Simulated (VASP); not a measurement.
# Si in VASP: further runs

The runs below take Si through vibrations by perturbation theory, with PBE.

Everything below comes from runs of VASP 6.6.1. Logs are shortened: lines on timing, memory, paths and dates and some standing lists are left out, and cuts for length are marked.

### Step 1. The cell of the first run

It takes space group Fd-3m (No. 227, cubic). The conventional cell has a = 5.498 Å, b = 5.498 Å, c = 5.498 Å, α = 90.00°, β = 90.00°, γ = 90.00°. Si (site symmetry -43m) has 4 Si at 2.38 Å within 3.1 Å.

### Step 2. Vibrations by perturbation theory, PBE

Contents of INCAR:

```
SYSTEM = Si
ALGO = Normal
EDIFF = 1E-8
ENCUT = 520
GGA = PE
IBRION = 8
ISIF = 2
ISMEAR = 0
LASPH = .True.
LCHARG = .False.
LEPSILON = .True.
LREAL = .False.
LWAVE = .False.
NELM = 80
NSW = 1
PREC = Accurate
SIGMA = 0.01
```

Contents of KPOINTS:

```
k-points
0
Gamma
  10 10 10
  0 0 0
```

Contents of POSCAR:

```
Si
1.0
    0.0000000000      2.7487841527      2.7487841527
    2.7487841527      0.0000000000      2.7487841527
    2.7487841527      2.7487841527      0.0000000000
Si
2
Direct
    0.0000000000      0.0000000000      0.0000000000
    0.2500000000      0.2500000000      0.2500000000
```

Potentials or basis: VASP PAW PBE potentials, release 64 (Si).

Run with:

```console
> cat potpaw_PBE.64/Si/POTCAR > POTCAR
> mpirun -np 1 vasp_std > vasp.out
```

OUTCAR:

```text
SYSTEM = Si
   EDIFF = 1E-8
   ENCUT = 520
   GGA = PE
   IBRION = 8
   ISIF = 2
   ISMEAR = 0
   LASPH = .True.
   LEPSILON = .True.
   LREAL = .False.
   NELM = 80
   NSW = 1
   PREC = Accurate

 ion  position               nearest neighbor table
   1  0.000  0.000  0.000-   2 2.38   2 2.38   2 2.38   2 2.38
   2  0.250  0.250  0.250-   1 2.38   1 2.38   1 2.38   1 2.38

  LATTYP: Found a face centered cubic cell.
 ALAT       =     5.4975683054

  Lattice vectors:

 A1 = (   0.0000000000,   2.7487841527,   2.7487841527)
 A2 = (   2.7487841527,   0.0000000000,   2.7487841527)
 A3 = (   2.7487841527,   2.7487841527,   0.0000000000)

Analysis of symmetry for initial positions (statically):
=====================================================================
 Subroutine PRICEL returns:
 Original cell was already a primitive cell.

 Routine SETGRP: Setting up the symmetry group for a
 face centered cubic supercell.

 Subroutine GETGRP returns: Found 48 space group operations
 (whereof 24 operations were pure point group operations)
 out of a pool of 48 trial point group operations.

The static configuration has the point symmetry T_d .
 The point group associated with its full space group is O_h .

Analysis of symmetry for dynamics (positions and initial velocities):
=====================================================================
 Subroutine PRICEL returns:
 Original cell was already a primitive cell.

 Routine SETGRP: Setting up the symmetry group for a
 face centered cubic supercell.

 Subroutine GETGRP returns: Found 48 space group operations
 (whereof 24 operations were pure point group operations)
 out of a pool of 48 trial point group operations.

The dynamic configuration has the point symmetry T_d .
 The point group associated with its full space group is O_h .

[... 493 lines left out ...]
    -0.00808  0.00000  0.00000
     0.00000  0.00493  8.08563
     0.00000  8.08563  0.00493

 MACROSCOPIC STATIC DIELECTRIC TENSOR (including local field effects in DFT)
 ------------------------------------------------------
          13.473865     0.000000    -0.000000
          -0.000000    13.473865    -0.000000
           0.000000     0.000000    13.473865
 ------------------------------------------------------

 PIEZOELECTRIC TENSOR (including local field effects)  for field in x, y, z        (e  Angst)
          XX          YY          ZZ          XY          YZ          ZX
  --------------------------------------------------------------------------------
  x     0.00000     0.00000     0.00000     0.00000    -0.00000    -0.00000
  y    -0.00000     0.00000     0.00000    -0.00000    -0.00000    -0.00000
  z    -0.00000    -0.00000     0.00000    -0.00000    -0.00000     0.00000

 PIEZOELECTRIC TENSOR (including local field effects)  for field in x, y, z        (C/m^2)
          XX          YY          ZZ          XY          YZ          ZX
  --------------------------------------------------------------------------------
  x     0.00000     0.00000     0.00000     0.00000    -0.00000    -0.00000
  y    -0.00000     0.00000     0.00000    -0.00000    -0.00000    -0.00000
  z    -0.00000    -0.00000     0.00000    -0.00000    -0.00000     0.00000

 BORN EFFECTIVE CHARGES (including local field effects) (in |e|, cummulative output)
 ---------------------------------------------------------------------------------
 ion    1
    1     0.00000    -0.00000    -0.00000
    2     0.00000     0.00000     0.00000
    3     0.00000     0.00000     0.00000
 ion    2
    1    -0.00000     0.00000     0.00000
    2     0.00000    -0.00000     0.00000
    3     0.00000     0.00000    -0.00000

 INTERNAL STRAIN TENSOR FOR ION    2 for displacements in x,y,z  (eV/Angst):
          X           Y           Z          XY          YZ          ZX
  --------------------------------------------------------------------------------
  x     0.00000     0.00000     0.00000     0.00000    -8.08563     0.00000
  y    -0.00000     0.00000    -0.00000     0.00000     0.00000    -8.08563
  z     0.00000     0.00000     0.00000    -8.08563     0.00000     0.00000

 SECOND DERIVATIVES (NOT SYMMETRIZED)
 ------------------------------------
               1X          1Y          1Z          2X          2Y          2Z
  1X   -12.647219    0.000000    0.000000   12.647219    0.000000    0.000000
  1Y     0.000000  -12.647219    0.000000    0.000000   12.647219    0.000000
  1Z     0.000000    0.000000  -12.647219    0.000000    0.000000   12.647219
  2X    12.647219    0.000000    0.000000  -12.647219    0.000000    0.000000
  2Y     0.000000   12.647219    0.000000    0.000000  -12.647219    0.000000
  2Z     0.000000    0.000000   12.647219    0.000000    0.000000  -12.647219

 Eigenvectors and eigenvalues of the dynamical matrix
 ----------------------------------------------------

   1 f  =   14.836314 THz    93.219312 2PiTHz  494.886175 cm-1    61.358038 meV
             X         Y         Z           dx          dy          dz
      0.000000  0.000000  0.000000     0.000000   -0.707107    0.000000
      1.374392  1.374392  1.374392     0.000000    0.707107    0.000000
[... 21 lines left out ...]
   6 f  =    0.000000 THz     0.000000 2PiTHz    0.000000 cm-1     0.000000 meV
             X         Y         Z           dx          dy          dz
      0.000000  0.000000  0.000000     0.000000    0.000000    0.707107
      1.374392  1.374392  1.374392     0.000000    0.000000    0.707107

--------------------------------------------------------------------------------------------------------

 MACROSCOPIC STATIC DIELECTRIC TENSOR IONIC CONTRIBUTION
 ------------------------------------------------------
           0.000000    -0.000000    -0.000000
          -0.000000     0.000000     0.000000
          -0.000000     0.000000     0.000000
 ------------------------------------------------------

 ELASTIC MODULI CONTR FROM IONIC RELAXATION (kBar)
 Direction    XX          YY          ZZ          XY          YZ          ZX
 --------------------------------------------------------------------------------
 XX          -0.0000     -0.0000     -0.0000      0.0000      0.0000     -0.0000
 YY          -0.0000     -0.0000     -0.0000      0.0000      0.0000      0.0000
 ZZ          -0.0000     -0.0000     -0.0000      0.0000      0.0000     -0.0000
 XY           0.0000      0.0000      0.0000   -199.3846      0.0000      0.0000
 YZ           0.0000      0.0000      0.0000      0.0000   -199.3846      0.0000
 ZX          -0.0000      0.0000     -0.0000      0.0000      0.0000   -199.3846
 --------------------------------------------------------------------------------

 PIEZOELECTRIC TENSOR IONIC CONTR  for field in x, y, z        (C/m^2)
          XX          YY          ZZ          XY          YZ          ZX
  --------------------------------------------------------------------------------
  x    -0.00000    -0.00000    -0.00000    -0.00000     0.00000    -0.00000
  y     0.00000    -0.00000     0.00000     0.00000     0.00000     0.00000
  z    -0.00000    -0.00000    -0.00000     0.00000     0.00000     0.00000
```

OSZICAR:

```text
N       E                     dE             d eps       ncg     rms          rms(c)
DAV:   1     0.739628284937E+01    0.73963E+01   -0.31712E+03   752   0.758E+02
DAV:   2    -0.107041267273E+02   -0.18100E+02   -0.17029E+02  1184   0.800E+01
DAV:   3    -0.110045386380E+02   -0.30041E+00   -0.30041E+00  1008   0.126E+01
DAV:   4    -0.110059616241E+02   -0.14230E-02   -0.14230E-02  1160   0.888E-01
[... 140 lines left out ...]
RMM:   8    -0.173099768160E-01   -0.26930E-06    0.25137E-07  4746   0.134E-04    0.456E-05
RMM:   9    -0.173098703229E-01    0.10649E-06    0.98699E-08  4527   0.104E-04    0.866E-06
RMM:  10    -0.173099286602E-01   -0.58337E-07    0.22244E-08  4863   0.188E-05    0.322E-06
RMM:  11    -0.173099166486E-01    0.12012E-07    0.84841E-09  4553   0.127E-05    0.826E-07
RMM:  12    -0.173099197433E-01   -0.30947E-08    0.28789E-09  3844   0.758E-06    0.663E-07
 Linear response finished
```

Wall time 2.1 min (1 thread of Intel Xeon 6975P-C (Granite Rapids), shared host); peak memory 0.26 GiB.

Results:

| Property | Result |
| --- | --- |
| Electronic dielectric tensor (diagonal) | 13.47 |
| Born charges (mean of the diagonal) | Si +0.00 e |
| Highest phonon frequency at Γ | 495 cm⁻¹ |

Phonon frequencies in cm⁻¹ (negative: imaginary):
```tsv
q point	frequencies
(0.000, 0.000, 0.000)	0 0 0 495 495 495
```

Electronic dielectric tensor:
```
13.47  0.00  0.00
 0.00 13.47  0.00
 0.00  0.00 13.47
```

Born effective charge tensors (e):
atom 1, Si
```
0.00 0.00 0.00
0.00 0.00 0.00
0.00 0.00 0.00
```
atom 2, Si
```
0.00 0.00 0.00
0.00 0.00 0.00
0.00 0.00 0.00
```

Caveat: the cell stands under pressure or tension, which shifts response properties.

### Step 3. Vibrations by perturbation theory, PBE

This run uses another cell than the first one, of 20.36 Å³/atom.

Contents of INCAR:

```
  ALGO = Normal
  EDIFF = 1E-8
  ENCUT = 520
  GGA = PE
  IBRION = 8
  ISIF = 2
  ISMEAR = 0
  LASPH = T
  LCHARG = F
  LEPSILON = T
  LREAL = F
  LWAVE = F
  NBANDS = 11
  NELM = 60
  NSW = 1
  PREC = Accurate
  SIGMA = 0.01
```

Contents of KPOINTS:

```
k-points
0
Gamma
  10 10 10
```

Contents of POSCAR:

```
Si
1.0
    0.0000000000      2.7351086096      2.7214330666
    2.7351086096      0.0000000000      2.7214330666
    2.7351086096      2.7351086096      0.0000000000
Si
2
Direct
    0.0000000000      0.0000000000      0.0000000000
    0.2500000000      0.2500000000      0.2500000000
```

Potentials or basis: VASP PAW PBE potentials, release 64 (Si).

Run with:

```console
> cat potpaw_PBE.64/Si/POTCAR > POTCAR
> mpirun -np 1 vasp_std > vasp.out
```

OUTCAR:

```text
EDIFF = 1E-8
   ENCUT = 520
   GGA = PE
   IBRION = 8
   ISIF = 2
   ISMEAR = 0
   LASPH = T
   LEPSILON = T
   LREAL = F
   NELM = 60
   NSW = 1
   PREC = Accurate

 ion  position               nearest neighbor table
   1  0.000  0.000  0.000-   2 2.36   2 2.36   2 2.36   2 2.36
   2  0.250  0.250  0.250-   1 2.36   1 2.36   1 2.36   1 2.36

  LATTYP: Found a body centered tetragonal cell.
 ALAT       =     3.8680276903
 C/A-ratio  =     1.4071424946

  Lattice vectors:

 A1 = (   0.0000000000,  -2.7351086096,  -2.7214330666)
 A2 = (   0.0000000000,   2.7351086096,  -2.7214330666)
 A3 = (   2.7351086096,   0.0000000000,   2.7214330666)

Analysis of symmetry for initial positions (statically):
=====================================================================
 Subroutine PRICEL returns:
 Original cell was already a primitive cell.

 Routine SETGRP: Setting up the symmetry group for a
 body centered tetragonal supercell.

 Subroutine GETGRP returns: Found 16 space group operations
 (whereof  8 operations were pure point group operations)
 out of a pool of 16 trial point group operations.

The static configuration has the point symmetry D_2d.
 The point group associated with its full space group is D_4h.

Analysis of symmetry for dynamics (positions and initial velocities):
=====================================================================
 Subroutine PRICEL returns:
 Original cell was already a primitive cell.

[... 602 lines left out ...]
  x     0.00000     0.00000     0.00000     0.00000     0.00000     0.00000
  y    -0.00000     0.00000     0.00000     0.00000     0.00000     0.00000
  z     0.00000     0.00000     0.00000     0.00000     0.00000     0.00000

 BORN EFFECTIVE CHARGES (including local field effects) (in |e|, cummulative output)
 ---------------------------------------------------------------------------------
 ion    1
    1     0.00000    -0.00000     0.00000
    2    -0.00000     0.00000     0.00000
    3     0.00000     0.00000     0.00000
 ion    2
    1     0.00000     0.00000     0.00000
    2     0.00000     0.00000    -0.00000
    3     0.00000     0.00000     0.00000

 INTERNAL STRAIN TENSOR FOR ION    2 for displacements in x,y,z  (eV/Angst):
          X           Y           Z          XY          YZ          ZX
  --------------------------------------------------------------------------------
  x     0.00000     0.00000     0.00000     0.00000    -8.98853     0.00000
  y     0.00000     0.00000     0.00000     0.00000     0.00000    -8.73165
  z     0.00000     0.00000     0.00000    -8.98981     0.00000     0.00000

 SECOND DERIVATIVES (NOT SYMMETRIZED)
 ------------------------------------
               1X          1Y          1Z          2X          2Y          2Z
  1X   -13.161012    0.000000    0.000000   13.161012    0.000000    0.000000
  1Y     0.000000  -13.161012    0.000000    0.000000   13.161012    0.000000
  1Z     0.000000    0.000000  -13.136422    0.000000    0.000000   13.136422
  2X    13.161012    0.000000    0.000000  -13.161012    0.000000    0.000000
  2Y     0.000000   13.161012    0.000000    0.000000  -13.161012    0.000000
  2Z     0.000000    0.000000   13.136422    0.000000    0.000000  -13.136422

 Eigenvectors and eigenvalues of the dynamical matrix
 ----------------------------------------------------

   1 f  =   15.134677 THz    95.093981 2PiTHz  504.838486 cm-1    62.591967 meV
             X         Y         Z           dx          dy          dz
      0.000000  0.000000  0.000000     0.636400   -0.308213    0.000000
      1.367554  1.367554  1.360717    -0.636400    0.308213    0.000000
[... 16 lines left out ...]
   5 f  =    0.000000 THz     0.000000 2PiTHz    0.000000 cm-1     0.000000 meV
             X         Y         Z           dx          dy          dz
      0.000000  0.000000  0.000000     0.000000    0.000000    0.707107
      1.367554  1.367554  1.360717     0.000000    0.000000    0.707107

   6 f/i=    0.000000 THz     0.000000 2PiTHz    0.000001 cm-1     0.000000 meV
             X         Y         Z           dx          dy          dz
      0.000000  0.000000  0.000000    -0.707090    0.004922    0.000000
      1.367554  1.367554  1.360717    -0.707090    0.004922    0.000000

--------------------------------------------------------------------------------------------------------

 MACROSCOPIC STATIC DIELECTRIC TENSOR IONIC CONTRIBUTION
 ------------------------------------------------------
           0.000000     0.000000     0.000000
           0.000000     0.000000     0.000000
           0.000000     0.000000     0.000000
 ------------------------------------------------------

 ELASTIC MODULI CONTR FROM IONIC RELAXATION (kBar)
 Direction    XX          YY          ZZ          XY          YZ          ZX
 --------------------------------------------------------------------------------
 XX           0.0000      0.0000      0.0000      0.0000      0.0000      0.0000
 YY           0.0000      0.0000      0.0000      0.0000      0.0000      0.0000
 ZZ           0.0000      0.0000      0.0000      0.0000      0.0000      0.0000
 XY           0.0000      0.0000      0.0000   -242.0792      0.0000      0.0000
 YZ           0.0000      0.0000      0.0000      0.0000   -241.5580      0.0000
 ZX           0.0000      0.0000      0.0000      0.0000      0.0000   -227.9489
 --------------------------------------------------------------------------------

 PIEZOELECTRIC TENSOR IONIC CONTR  for field in x, y, z        (C/m^2)
          XX          YY          ZZ          XY          YZ          ZX
  --------------------------------------------------------------------------------
  x     0.00000     0.00000     0.00000     0.00000     0.00000    -0.00000
  y     0.00000     0.00000     0.00000     0.00000    -0.00000     0.00000
  z     0.00000     0.00000     0.00000     0.00000     0.00000     0.00000
```

OSZICAR:

```text
N       E                     dE             d eps       ncg     rms          rms(c)
DAV:   1     0.675560503521E+01    0.67556E+01   -0.31800E+03  2244   0.563E+02
DAV:   2    -0.104737381811E+02   -0.17229E+02   -0.16401E+02  3020   0.833E+01
DAV:   3    -0.110150850811E+02   -0.54135E+00   -0.53978E+00  2877   0.126E+01
DAV:   4    -0.110193264078E+02   -0.42413E-02   -0.42407E-02  2737   0.140E+00
[... 156 lines left out ...]
RMM:   6    -0.173520669521E-01    0.12616E-05    0.95948E-08  6425   0.947E-04    0.128E-03
RMM:   7    -0.173508088501E-01    0.12581E-05    0.13918E-09  6321   0.709E-04    0.625E-05
RMM:   8    -0.173509303389E-01   -0.12149E-06    0.27264E-09  6604   0.100E-04    0.423E-05
RMM:   9    -0.173508569527E-01    0.73386E-07    0.98716E-10  6456   0.628E-05    0.563E-06
RMM:  10    -0.173508543032E-01    0.26495E-08   -0.45748E-09  6784   0.150E-05    0.571E-06
 Linear response finished
```

stdout:

```text
POSCAR found type information on POSCAR Si
 POSCAR found :  1 types and       2 ions
 scaLAPACK will be used
 LDA part: xc-table for (Slater+PW92), standard interpolation
 POSCAR, INCAR and KPOINTS ok, starting setup
 FFT: planning ... GRIDC
 FFT: planning ... GRID_SOFT
 FFT: planning ... GRID
 WAVECAR not read
 entering main loop
[... 23 lines left out ...]
  Direction:   3
 dielectric tensor                  component  3 :     6.622    -2.376    13.306
 Linear response DOF=           2
 Linear response progress:
 first order change of Fermi-energy  -0.18534E-02
 force on displaced ion       1 direction 1 : -13.161  -0.000   0.000
 Born effective charge ion    1 direction 1 :  -0.027   0.000   0.000
 Linear response progress:
 first order change of Fermi-energy   0.37914E-03
 force on displaced ion       1 direction 3 :   0.000   0.000 -13.136
 Born effective charge ion    1 direction 3 :   0.000   0.000  -0.028
 Born effective charges drift removed
 Linear response finished
```

Run time: 5.2 min. Hardware: 1 thread of Intel Xeon 6975P-C (Granite Rapids), shared host; peak memory 0.38 GiB.

What came out:

```
Electronic dielectric tensor (diagonal) : 13.39, 13.39, 13.31
Born charges (mean of the diagonal)     : Si +0.00 e
Highest phonon frequency at Γ           : 505 cm⁻¹
```

Phonon frequencies in cm⁻¹ (negative: imaginary):
| q point | frequencies |
| --- | --- |
| (0.000, 0.000, 0.000) | 0 0 0 504 505 505 |

Electronic dielectric tensor:
```
13.39  0.00  0.00
 0.00 13.39  0.00
 0.00  0.00 13.31
```

Born effective charge tensors (e):
atom 1, Si
```
0.00 0.00 0.00
0.00 0.00 0.00
0.00 0.00 0.00
```
atom 2, Si
```
0.00 0.00 0.00
0.00 0.00 0.00
0.00 0.00 0.00
```
